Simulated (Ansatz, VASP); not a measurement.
# One calculation of Ga2O3, two programs

Contents of INCAR:

```
SYSTEM = Ga2O3
ALGO = Normal
EDIFF = 1E-7
ENCUT = 520
GGA = PE
ISIF = 2
ISMEAR = 0
LASPH = .True.
LCHARG = .False.
LREAL = Auto
LWAVE = .False.
NBANDS = 104
NELM = 80
PREC = Accurate
SIGMA = 0.05
```

Contents of KPOINTS:

```
k-points
0
Gamma
  5 9 3
  0 0 0
```

The input POSCAR:

```
Ga2O3
1.0
    1.4027234631      0.0000000000     -5.7076941965
    0.0000000000      3.0835130475      0.0000000000
   11.3326823309      0.0000000000      4.5891402334
Ga O
8 12
Direct
    0.1272074265      0.0000000000      0.8399134337
    0.7272074265      0.5000000000      0.3399134337
    0.5727925735      0.0000000000      0.6600865663
    0.1727925735      0.5000000000      0.1600865663
    0.2626026897      0.0000000000      0.4085007299
    0.6626026897      0.5000000000      0.9085007299
    0.6373973103      0.0000000000      0.0914992701
    0.0373973103      0.5000000000      0.5914992701
   -0.1284153592      0.0000000000      0.9134883783
    0.4715846408      0.5000000000      0.4134883783
    0.8284153592      0.0000000000      0.5865116217
    0.4284153592      0.5000000000      0.0865116217
    0.4246016166      0.0000000000      0.9237013128
    0.0246016166      0.5000000000      0.4237013128
    0.2753983834      0.0000000000      0.5762986872
    0.8753983834      0.5000000000      0.0762986872
    0.1901342947      0.0000000000      0.2460195696
    0.5901342947      0.5000000000      0.7460195696
    0.7098657053      0.0000000000      0.2539804304
    0.1098657053      0.5000000000      0.7539804304
```

Input for Ansatz:

```yaml
crystal:
  lattice:
    - [1.4027234631, 0.0, -5.7076941965]
    - [0.0, 3.0835130475, 0.0]
    - [11.3326823309, 0.0, 4.5891402334]
  atoms:
    - { symbol: Ga, position: [0.1272074265, 0.0, 0.8399134337] }
    - { symbol: Ga, position: [0.7272074265, 0.5, 0.3399134337] }
    - { symbol: Ga, position: [0.5727925735, 0.0, 0.6600865663] }
    - { symbol: Ga, position: [0.1727925735, 0.5, 0.1600865663] }
    - { symbol: Ga, position: [0.2626026897, 0.0, 0.4085007299] }
    - { symbol: Ga, position: [0.6626026897, 0.5, 0.9085007299] }
    - { symbol: Ga, position: [0.6373973103, 0.0, 0.0914992701] }
    - { symbol: Ga, position: [0.0373973103, 0.5, 0.5914992701] }
    - { symbol: O, position: [-0.1284153592, 0.0, 0.9134883783] }
    - { symbol: O, position: [0.4715846408, 0.5, 0.4134883783] }
    - { symbol: O, position: [0.8284153592, 0.0, 0.5865116217] }
    - { symbol: O, position: [0.4284153592, 0.5, 0.0865116217] }
    - { symbol: O, position: [0.4246016166, 0.0, 0.9237013128] }
    - { symbol: O, position: [0.0246016166, 0.5, 0.4237013128] }
    - { symbol: O, position: [0.2753983834, 0.0, 0.5762986872] }
    - { symbol: O, position: [0.8753983834, 0.5, 0.0762986872] }
    - { symbol: O, position: [0.1901342947, 0.0, 0.2460195696] }
    - { symbol: O, position: [0.5901342947, 0.5, 0.7460195696] }
    - { symbol: O, position: [0.7098657053, 0.0, 0.2539804304] }
    - { symbol: O, position: [0.1098657053, 0.5, 0.7539804304] }
basis:
  ecutwfc: 420
kpoints:
  mp_grid: { grid: [5, 9, 3] }
hamiltonian:
  xc: pbe
scf:
  occupations: { method: gaussian, width: 0.05 }
output:
  forces: true
  stress: true
  eigenvalues: true
```

Alike in both runs: task single point; functional PBE; k mesh 5 × 9 × 3; occupations gaussian, width 0.05 eV; no spin polarisation.

```csv
,VASP,Ansatz
version,VASP 6.6.1,Ansatz 0.2.0
potentials or method,"VASP PAW PBE potentials, release 64 (Ga_d, O), cutoff 520 eV","scalar-relativistic, plane waves, PAW"
valence electrons in the cell,176,176
```

Ansatz gave:

| Property | Result |
| --- | --- |
| gap on the k mesh at the Fermi level (eV) | 1.29 |
| least direct gap on the mesh (eV) | 1.40 |
| pressure (GPa) | 1.0 |
| traceless stress, the component that is largest in VASP (GPa) | 5.64 |
| rms of the force components (eV/Å) | 0.554 |

What did VASP give for the same quantities?

gap on the k mesh at the Fermi level (eV): 1.27; least direct gap on the mesh (eV): 1.38; pressure (GPa): 1.7; traceless stress, the component that is largest in VASP (GPa): 5.62; rms of the force components (eV/Å): 0.551.

Atom by atom the forces differ by 0.008 eV/Å (rms over components).
